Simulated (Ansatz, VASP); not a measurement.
YSe: VASP beside Ansatz

```
CELL_PARAMETERS angstrom
0.00000 2.87500 2.93250
2.87500 0.00000 2.93250
2.87500 2.87500 0.00000
ATOMIC_POSITIONS crystal
Y 0.00000 0.00000 0.00000
Se 0.50000 0.50000 0.50000
```

Change from the starting cell: zz strain of +2 %, PAW files.

Alike in both runs: task electric field gradients; functional LDA; k mesh 7 × 7 × 7; occupations fermi-dirac, width 0.03 eV; no spin polarisation.

|  | VASP | Ansatz |
| --- | --- | --- |
| version | VASP 6.6.1 | Ansatz 0.2.0 |
| potentials or method | VASP PAW LDA potentials, release 64 (Y_sv, Se) | PAW with Ansatz's default frozen-core files, scalar-relativistic |
| plane-wave cutoff (eV) | 520 | 420 |
| valence electrons in the cell | 17 | 27 |

```csv
,VASP,Ansatz,Ansatz less VASP
pressure (GPa),-5.8,-5.9,-0.13
"traceless stress, the component that is largest in VASP (GPa)",-1.95,-1.93,+0.019
size of Vzz on the site where it differs most (V/Å²),17.6,18.9,+1.29
```

LDA's correlation is that of Perdew and Zunger in VASP and of Perdew and Wang (1992) in Ansatz. VASP's potentials hold 17 valence electrons a cell and Ansatz's 27, so a difference there can come from the potentials and not from the codes.
